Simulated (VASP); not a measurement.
# Be: single point with PBE

Sheet: Be, a sheet with vacuum.

```
Be
1.0
     2.18529    0.00000    0.00000
    -1.09264    1.89251    0.00000
     0.00000    0.00000   25.82236
Be
2
Direct
  0.00000 0.00000 0.35519
  0.00000 0.00000 0.26443
```

```yaml
Program: VASP 6.6.1
Task: single point
Functional: PBE
Potentials_or_basis: VASP PAW PBE potentials, release 64 (Be)
Cutoff: 520 eV
k_mesh: 12 × 12 × 1
Occupations: gaussian, width 0.1 eV
Spin: no spin polarisation
```

```json
{"Largest force": "0.235 eV/Å", "Band gap on the k mesh": "zero (band 2 reaches -1.85 eV, above the bottom of band 3 at -5.54 eV)"}
```

Forces in eV/Å, atoms in the order of the input:
```
Be   0.000  0.000  0.235
Be   0.000  0.000 -0.235
```

Levels at points of the mesh, in eV from the Fermi level:
| k point | band 1 | band 2 | band 3 | band 4 | band 5 | band 6 |
| --- | --- | --- | --- | --- | --- | --- |
| (0.00, 0.00, 0.00) | -8.24 | -5.15 | -2.19 | 2.86 | 4.72 | 5.22 |
| (0.50, 0.00, 0.00) | -2.00 | -0.03 | 2.39 | 5.90 | 6.72 | 9.93 |

Wall time 16 s on 1 thread of Intel(R) Xeon(R) Platinum 8488C (Sapphire Rapids) (shared host), peak memory 0.2 GiB.
